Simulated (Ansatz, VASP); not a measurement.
## Two plane-wave programs on ZnO

```
Zn O
1.0
    -0.04808    2.08569    2.08569
     2.08569   -0.04808    2.08569
     2.08569    2.08569   -0.04808
Zn O
1 1
Direct
  0.00000 0.00000 0.00000
  0.50000 0.50000 0.50000
```

Change from the starting cell: shear_111 strain -3.4%.

Alike in both runs: task single point; functional PBE; k mesh 10 × 10 × 10; occupations fermi-dirac, width 0.02 eV; no spin polarisation.

|  | VASP | Ansatz |
| --- | --- | --- |
| version | VASP 6.6.1 | Ansatz 0.2.0 |
| potentials or method | VASP PAW PBE potentials, release 64 (Zn, O_h) | plane waves, PAW |
| plane-wave cutoff (eV) | 910 | 420 |
| valence electrons in the cell | 18 | 18 |

|  | VASP | Ansatz | Ansatz less VASP |
| --- | --- | --- | --- |
| gap on the k mesh at the Fermi level (eV) | 1.06 | 1.09 | +0.033 |

Noted on VASP's run: the cutoff is short for stress, so the pressure is rough.
